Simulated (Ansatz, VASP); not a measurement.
# One calculation of Ge, two programs

```
Ge
1.0
     1.48805   -2.59469    0.00000
     1.48805    2.59469    0.00000
     0.00000    0.00000    4.72760
Ge
2
Direct
  0.66655 0.33345 0.12309
  0.33345 0.66655 0.75000
```

Alike in both runs: task single point; functional PBEsol; k mesh 18 × 18 × 10; occupations gaussian, width 0.15 eV; no spin polarisation.

|  | VASP | Ansatz |
| --- | --- | --- |
| version | VASP 6.6.1 | Ansatz 0.2.0 |
| potentials or method | VASP PAW PBE potentials, release 64 (Ge_d), cutoff 520 eV | scalar-relativistic, plane waves, PAW |
| valence electrons in the cell | 28 | 28 |

VASP gave:

```
gap on the k mesh at the Fermi level (eV)                     : none
pressure (GPa)                                                : 14.3
traceless stress, the component that is largest in VASP (GPa) : 1.68
rms of the force components (eV/Å)                            : 1.602
```

**Question.** Which values does Ansatz return?

**Answer.** gap on the k mesh at the Fermi level (eV): none; pressure (GPa): 14.2; traceless stress, the component that is largest in VASP (GPa): 1.72; rms of the force components (eV/Å): 1.595.

VASP's potentials were made for PBE, not for PBEsol. Atom by atom the forces differ by 0.007 eV/Å (rms over components). A gap of «none» marks a metal or a gap that the smearing closes.
